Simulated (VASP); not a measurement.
# Tl2Ru (I4/mmm) in VASP: relaxation of cell and atoms with PBE

Aim: the relaxation of cell and atoms of Tl2Ru with PBE.

Everything below comes from runs of VASP 6.6.1. Logs are shortened: lines on timing, memory, paths and dates and some standing lists are left out, and cuts for length are marked.

**1. The cell of the first run**

Symmetry: I4/mmm, No. 139, tetragonal system. Conventional cell: a = 4.504 Å, b = 4.504 Å, c = 7.387 Å, α = 90.00°, β = 90.00°, γ = 90.00°. Within 1.8 Å of Tl (site symmetry 4mm) lie 1 Tl at 1.37 Å. Within 4.0 Å of Ru (site symmetry 4/mmm) lie 10 Tl at 3.01 to 3.26 Å.

**2. Relaxation of cell and atoms, PBE**

File INCAR:

```
SYSTEM = Tl2Ru
ALGO = Normal
EDIFF = 1E-6
EDIFFG = -0.04
ENCUT = 600
GGA = PE
IBRION = 2
ISIF = 3
ISMEAR = 0
LASPH = .TRUE.
LCHARG = .FALSE.
LREAL = .FALSE.
LWAVE = .FALSE.
NELM = 60
NSW = 90
PREC = Accurate
SIGMA = 0.1
```

File KPOINTS:

```
k-points
0
G
  6 6 6
  0 0 0
```

File POSCAR:

```
Tl2Ru
1.0
   -2.2520333224      2.2520333224      3.6935662202
    2.2520333224     -2.2520333224      3.6935662202
    2.2520333224      2.2520333224     -3.6935662202
Tl Ru
2 1
Direct
    0.5930000000      0.5930000000      0.0000000000
    0.4070000000      0.4070000000      0.0000000000
    0.0000000000      0.0000000000      0.0000000000
```

Potentials or basis: VASP PAW PBE potentials, release 64 (Tl_d, Ru_pv).

Started as:

```console
> cat potpaw_PBE.64/Tl_d/POTCAR potpaw_PBE.64/Ru_pv/POTCAR > POTCAR
> mpirun -np 1 vasp_std > vasp.out
```

OUTCAR:

```text
SYSTEM = Tl2Ru
   EDIFF = 1E-6
   EDIFFG = -0.04
   ENCUT = 600
   GGA = PE
   IBRION = 2
   ISIF = 3
   ISMEAR = 0
   LASPH = .TRUE.
   LREAL = .FALSE.
   NELM = 60
   NSW = 90
   PREC = Accurate

 ion  position               nearest neighbor table
   1  0.593  0.593  0.000-   2 1.37   3 3.01   3 3.26   3 3.26   3 3.26   3 3.26   2 3.94   2 3.94
                             2 3.94   2 3.94
   2  0.407  0.407  0.000-   1 1.37   3 3.01   3 3.26   3 3.26   3 3.26   3 3.26   1 3.94   1 3.94
                             1 3.94   1 3.94
   3  0.000  0.000  0.000-   1 3.01   2 3.01   2 3.26   1 3.26   1 3.26   1 3.26   1 3.26   2 3.26
                             2 3.26   2 3.26

 -----------------------------------------------------------------------------
|                                                                             |
|           W    W    AA    RRRRR   N    N  II  N    N   GGGG   !!!           |
|           W    W   A  A   R    R  NN   N  II  NN   N  G    G  !!!           |
|           W    W  A    A  R    R  N N  N  II  N N  N  G       !!!           |
|           W WW W  AAAAAA  RRRRR   N  N N  II  N  N N  G  GGG   !            |
|           WW  WW  A    A  R   R   N   NN  II  N   NN  G    G                |
|           W    W  A    A  R    R  N    N  II  N    N   GGGG   !!!           |
|                                                                             |
|     The distance between some ions is very small. Please check the          |
|     nearest-neighbor list in the OUTCAR file.                               |
|     I HOPE YOU KNOW WHAT YOU ARE DOING!                                     |
|                                                                             |
 -----------------------------------------------------------------------------

  LATTYP: Found a body centered tetragonal cell.
 ALAT       =     4.5040666448
 C/A-ratio  =     1.6401028277

  Lattice vectors:

 A1 = (  -2.2520333224,   2.2520333224,   3.6935662202)
 A2 = (   2.2520333224,  -2.2520333224,   3.6935662202)
 A3 = (   2.2520333224,   2.2520333224,  -3.6935662202)

Analysis of symmetry for initial positions (statically):
=====================================================================
 Subroutine PRICEL returns:
 Original cell was already a primitive cell.

 Routine SETGRP: Setting up the symmetry group for a
 body centered tetragonal supercell.

 Subroutine GETGRP returns: Found 16 space group operations
 (whereof 16 operations were pure point group operations)
 out of a pool of 16 trial point group operations.

The static configuration has the point symmetry D_4h.

Analysis of symmetry for dynamics (positions and initial velocities):
=====================================================================
 Subroutine PRICEL returns:
 Original cell was already a primitive cell.

 Routine SETGRP: Setting up the symmetry group for a
 body centered tetragonal supercell.

 Subroutine GETGRP returns: Found 16 space group operations
 (whereof 16 operations were pure point group operations)
 out of a pool of 16 trial point group operations.

The dynamic configuration has the point symmetry D_4h.

 Subroutine INISYM returns: Found 16 space group operations
 (whereof 16 operations are pure point group operations),
 and found     1 'primitive' translations

----------------------------------------------------------------------------------------

                                     Primitive cell

  volume of cell :      74.9300

  direct lattice vectors                    reciprocal lattice vectors
    -2.252033322  2.252033322  3.693566220     0.000000000  0.222021582  0.135370525
     2.252033322 -2.252033322  3.693566220     0.222021582  0.000000000  0.135370525
     2.252033322  2.252033322 -3.693566220     0.222021582  0.222021582  0.000000000

  length of vectors
     4.877062599  4.877062599  4.877062599     0.260036078  0.260036078  0.313985932

  position of ions in fractional coordinates (direct lattice)
     0.593000000  0.593000000  0.000000000
     0.407000000  0.407000000  0.000000000
     0.000000000  0.000000000  0.000000000

  ion indices of the primitive-cell ions
   primitive index   ion index
                 1           1
                 2           2
                 3           3

----------------------------------------------------------------------------------------

 KPOINTS: k-points

Automatic generation of k-mesh.
 Grid dimensions read from file:
 generate k-points for:    6    6    6

 Generating k-lattice:

  Cartesian coordinates                     Fractional coordinates (reciprocal lattice)
     0.000000000  0.037003597  0.022561754     0.166666667 -0.000000000  0.000000000
     0.037003597  0.000000000  0.022561754    -0.000000000  0.166666667  0.000000000
     0.037003597  0.037003597  0.000000000     0.000000000  0.000000000  0.166666667

  Length of vectors
     0.043339346  0.043339346  0.052330989

  Shift w.r.t. Gamma in fractional coordinates (k-lattice)
     0.000000000  0.000000000  0.000000000

 Subroutine IBZKPT returns following result:
 ===========================================

 Found     30 irreducible k-points:

 Following reciprocal coordinates:
            Coordinates               Weight
  0.000000  0.000000  0.000000      1.000000
  0.166667 -0.000000  0.000000      8.000000
  0.333333  0.000000 -0.000000      8.000000
  0.500000  0.000000  0.000000      4.000000
  0.166667  0.166667  0.000000      8.000000
  0.333333  0.166667 -0.000000     16.000000
[... 16 lines left out ...]
 -0.333333 -0.333333  0.166667      8.000000
 -0.166667 -0.333333  0.166667      8.000000
 [... further k-points ...]
   k-points           NKPTS =     30   k-points in BZ     NKDIM =     30   number of bands    NBANDS=     24
   number of dos      NEDOS =    301   number of ions     NIONS =      3
   total plane-waves  NPLWV =  64000
   dimension x,y,z NGX =    40 NGY =   40 NGZ =   40
   dimension x,y,z NGXF=    80 NGYF=   80 NGZF=   80
   ions per type =               2   1
   NGX,Y,Z   is equivalent  to a cutoff of  13.63, 13.63, 13.63 a.u.
   NGXF,Y,Z  is equivalent  to a cutoff of  27.27, 27.27, 27.27 a.u.
 SYSTEM =  Tl2Ru
   PREC   = accura    normal or accurate (medium, high low for compatibility)
   ISTART =      0    job   : 0-new  1-cont  2-samecut
   ICHARG =      2    charge: 1-file 2-atom 10-const
   ISPIN  =      1    spin polarized calculation?
   LNONCOLLINEAR =      F non collinear calculations
   LSORBIT =      F    spin-orbit coupling
   LASPH  =      T    aspherical Exc in radial PAW
   ENCUT  =  600.0 eV  44.10 Ry    6.64 a.u.   9.74  9.74  9.74*2*pi/ulx,y,z
   NELM   =     60;   NELMIN=  2; NELMDL= -5     # of ELM steps
   EDIFF  = 0.1E-05   stopping-criterion for ELM
   LREAL  =      F    real-space projection
   EDIFFG = -.4E-01   stopping-criterion for IOM
   NSW    =     90    number of steps for IOM
   IBRION =      2    ionic relax: 0-MD 1-quasi-New 2-CG
   NFREE  =      1    steps in history (QN), initial steepest desc. (CG)
   ISIF   =      3    stress and relaxation
   ISYM   =      2    0-nonsym 1-usesym 2-fastsym
   POTIM  = 0.5000    time-step for ionic-motion
   TEBEG  =    0.0;   TEEND  =   0.0 temperature during run
   PSTRESS=    0.0 pullay stress
   NELECT =      40.0000    total number of electrons
   NUPDOWN=      -1.0000    fix difference up-down
   EMIN   =  10.00;   EMAX   =-10.00  energy-range for DOS
   EFERMI =   0.00;   METHOD = LEGACY
   ISMEAR =     0;   SIGMA  =   0.10  broadening in eV -4-tet -1-fermi 0-gaus
   EFERMI_NEDOS =   21; number of points for ismear=-14 and -15
   IALGO  =     38    algorithm
   IMIX   =      4    mixing-type and parameters
     AMIX     =   0.40;   BMIX     =  1.00
     AMIX_MAG =   1.60;   BMIX_MAG =  1.00
  volume/ion in A,a.u.               =      24.98       168.55
  Fermi-wavevector in a.u.,A,eV,Ry     =   1.328035  2.509623 23.996297  1.763678
  Thomas-Fermi vector in A             =   2.457303
   LORBIT       =      0    0 simple, 1 ext, 2 COOP (PROOUT), +10 PAW based schemes
   GGA     = PE    functional components
   LHFCALC =     F    Hartree Fock is set to
   AEXX    =    0.0000 exact exchange contribution
   IVDW    =     0    specifies the selected vdW correction
   LEPSILON=     F    determine dielectric tensor
   LRPA    =     F    only Hartree local field effects (RPA)
 conjugate gradient relaxation of ions
 non-spin polarized calculation
 Gauss-broadening in eV      SIGMA  =   0.10
  energy-cutoff  :      600.00
  volume of cell :       74.93
 maximum number of plane-waves:      2520
   NGX = 19   NGY = 19   NGZ = 19

--------------------------------------- Ionic step        1  -------------------------------------------

 number of electron      39.9999999 magnetization

 Free energy of the ion-electron system (eV)
  ---------------------------------------------------
  ext. energy  EPLUGINS =         0.00000000
  ---------------------------------------------------
  free energy    TOTEN  =        51.21045021 eV

  energy without entropy =       51.23534291  energy(sigma->0) =       51.22289656

------------------------ aborting loop because EDIFF is reached ----------------------------------------

  FORCE on cell =-STRESS in cart. coord.  units (eV):
  Direction    XX          YY          ZZ          XY          YZ          ZX
  --------------------------------------------------------------------------------------
  -------------------------------------------------------------------------------------
  Total       -6.1091512     -6.1091512    248.7390238      0.0000000      0.0000000      0.0000000
  in kB     -130.6279013   -130.6279013   5318.6204892      0.0000000      0.0000000      0.0000000
  external PRESSURE =    1685.7882289 kB  Pullay stress =       0.0000000 kB
[... 680 lines left out ...]
     23       0.5682      0.00000
     24       0.8072      0.00000

 [... further k-points ...]

------------------------ aborting loop EDIFF was not reached (unconverged)  ----------------------------

  FORCE on cell =-STRESS in cart. coord.  units (eV):
  Direction    XX          YY          ZZ          XY          YZ          ZX
  --------------------------------------------------------------------------------------
  -------------------------------------------------------------------------------------
  Total      -13.5271858    -13.5271858   -823.2036026      0.0000000      0.0000000     -0.0000000
  in kB      -71.1403553    -71.1403553  -4329.2816251      0.0000000      0.0000000     -0.0000000
  external PRESSURE =   -1490.5207786 kB  Pullay stress =       0.0000000 kB

 VOLUME and BASIS-vectors are now :
 -----------------------------------------------------------------------------
  energy-cutoff  :      600.00
  volume of cell :      304.65
      direct lattice vectors                 reciprocal lattice vectors
    -2.030792317  2.030792317 18.467622645     0.000000000  0.246209322  0.027074411
     2.030792317 -2.030792317 18.467622645     0.246209322  0.000000000  0.027074411
     2.030792317  2.030792317-18.467622645     0.246209322  0.246209322  0.000000000

 POSITION                                       TOTAL-FORCE (eV/Angst)
 -----------------------------------------------------------------------------------
      0.00000      0.00000     29.51952        -0.000000     -0.000000      6.286611
      2.03079      2.03079    -11.05190         0.000000      0.000000     -6.286611
      2.03079      2.03079     18.46762        -0.000000     -0.000000      0.000000
 -----------------------------------------------------------------------------------
    total drift:                               -0.000000     -0.000000      0.000000

  FREE ENERGIE OF THE ION-ELECTRON SYSTEM (eV)
  ---------------------------------------------------
  free  energy   TOTEN  =       369.6615113406 eV
[... 2006 lines left out ...]
     23      15.3643      0.00000
     24      16.5187      0.00000

 [... further k-points ...]

[... ionic steps 4 to 24 ...]

--------------------------------------- Ionic step       25  -------------------------------------------

 number of electron      39.9999990 magnetization

------------------------ aborting loop because EDIFF is reached ----------------------------------------

  FORCE on cell =-STRESS in cart. coord.  units (eV):
  Direction    XX          YY          ZZ          XY          YZ          ZX
  --------------------------------------------------------------------------------------
  -------------------------------------------------------------------------------------
  Total       -0.1471252     -0.1471252      0.0576970      0.0000000      0.0000000      0.0000000
  in kB       -3.5775642     -3.5775642      1.4029877      0.0000000      0.0000000      0.0000000
  external PRESSURE =      -1.9173802 kB  Pullay stress =       0.0000000 kB
[... 59 lines left out ...]
  energy  without entropy=      -11.8755396074  energy(sigma->0) =      -11.87973820

--------------------------------------- Ionic step       27  -------------------------------------------

 number of electron      39.9999992 magnetization

 Free energy of the ion-electron system (eV)
  ---------------------------------------------------
  ext. energy  EPLUGINS =         0.00000000
  ---------------------------------------------------
  free energy    TOTEN  =       -11.88443935 eV

  energy without entropy =      -11.87615303  energy(sigma->0) =      -11.88029619

 E-fermi :   8.3389     XC(G=0): -11.4411

 val. band max:        8.3192479744   @ k =  -0.1667   0.5000   0.1667
 cond. band min:       8.3717600925   @ k =   0.5000   0.0000   0.0000
 fundamental gap:      0.0525121180
 Fermi energy:         8.3389045578

 k-point     1 :       0.0000    0.0000    0.0000
  band No.  band energies     occupation
      1     -33.4664      2.00000
      2     -33.4664      2.00000
      3     -33.4034      2.00000
      4      -3.3895      2.00000
      5      -3.3028      2.00000
      6      -3.2827      2.00000
[... 669 lines left out ...]
  FREE ENERGIE OF THE ION-ELECTRON SYSTEM (eV)
  ---------------------------------------------------
  free  energy   TOTEN  =       -11.8844393455 eV

  energy  without entropy=      -11.8761530313  energy(sigma->0) =      -11.88029619

 reached required accuracy - stopping structural energy minimisation
```

Run time: 22 min. Hardware: 1 thread of AMD EPYC 7R13 (Zen 3), shared host; peak memory 0.26 GiB.

What came out:

| Quantity | Value |
| --- | --- |
| Free energy | -11.8844 eV |
| Relaxed volume | 21.87 Å³/atom |
| Relaxed cell | a = 6.130 Å, b = 6.130 Å, c = 6.130 Å, α = 147.68°, β = 147.68°, γ = 46.36° |
| Space group after relaxing (to 0.1 Å) | I4/mmm (No. 139) |
| Pressure after relaxing | 0.0 GPa |
| Largest force after relaxing | 0.007 eV/Å |
| Band gap on the k mesh | zero (bands 20 and 21 overlap by 0.33 eV) |

Forces in eV/Å, atoms in the order of the input:
```
Tl   0.000  0.000  0.007
Tl   0.000  0.000 -0.007
Ru   0.000  0.000  0.000
```

Final structure:
```yaml
crystal:
  lattice:
    - [-1.70613, 1.70613, 5.63524]
    - [1.70613, -1.70613, 5.63524]
    - [1.70613, 1.70613, -5.63524]
  atoms:
    - { symbol: Tl, position: [0.64134, 0.64134, 0.00000] }
    - { symbol: Tl, position: [0.35866, 0.35866, 0.00000] }
    - { symbol: Ru, position: [0.00000, 0.00000, 0.00000] }
```

Caveat: a cell axis changed by over 15 % at a fixed basis, so the end point is rough; spin-orbit coupling is left out, which moves the levels of the heavy elements.
